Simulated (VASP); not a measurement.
Wanted: the native input for a VASP 6.6.1 run.

```yaml
Task: single point
Functional: PBE
Potentials_or_basis: VASP PAW PBE potentials, release 64 (C)
Cutoff: 520 eV
k_mesh: 12 × 12 × 12
Occupations: gaussian, width 0.05 eV
Spin: no spin polarisation
Dipole_correction: no
Further_INCAR_settings: ALGO = Normal; EDIFF = 1e-06; NBANDS = 11
```

The structure of C lies in POSCAR:

```
C
1.0
    0.0000000000      1.7559092342      1.7141185945
    1.7559092342      0.0000000000      1.7141185945
    1.7559092342      1.7559092342      0.0000000000
C
2
Direct
    0.5000000000      0.5000000000      0.5000000000
    0.7500000000      0.7500000000      0.7500000000
```

This cell differs from its parent crystal: volume 5.285 Å^3 an atom, c/a of the conventional cell 0.9762.

The input as run:

INCAR

```
SYSTEM = C
PREC     = Accurate       ! precision mode
ENCUT    = 520            ! plane-wave cutoff, eV
EDIFF    = 1E-6           ! SCF threshold, eV
ISMEAR   = 0              ! smearing method
SIGMA    = 0.05           ! smearing width, eV
LREAL    = .False.        ! projectors in reciprocal space
LASPH    = .True.         ! aspherical terms in the spheres
NELM     = 80             ! most SCF steps
ALGO     = Normal         ! electronic algorithm
ISIF     = 2              ! what is computed and relaxed
LWAVE    = .False.        ! write WAVECAR
LCHARG   = .False.        ! write CHGCAR
GGA      = PE             ! functional
NBANDS   = 11             ! bands
```

KPOINTS

```
Automatic mesh
0
Gamma
  12 12 12
  0 0 0
```

Potentials or basis: VASP PAW PBE potentials, release 64 (C).

Run with:

```console
$ cat potpaw_PBE.64/C/POTCAR > POTCAR
$ mpirun -np 1 vasp_std > vasp.out
```

Results of the run:

| Item | Value |
| --- | --- |
| Pressure | 38.1 GPa |
| Band gap on the k mesh | 3.68 eV, indirect (least direct gap 5.34 eV) |

Wall time 26 s on 1 thread of Intel Xeon 8259CL, with other jobs on the host, peak memory 0.12 GiB.
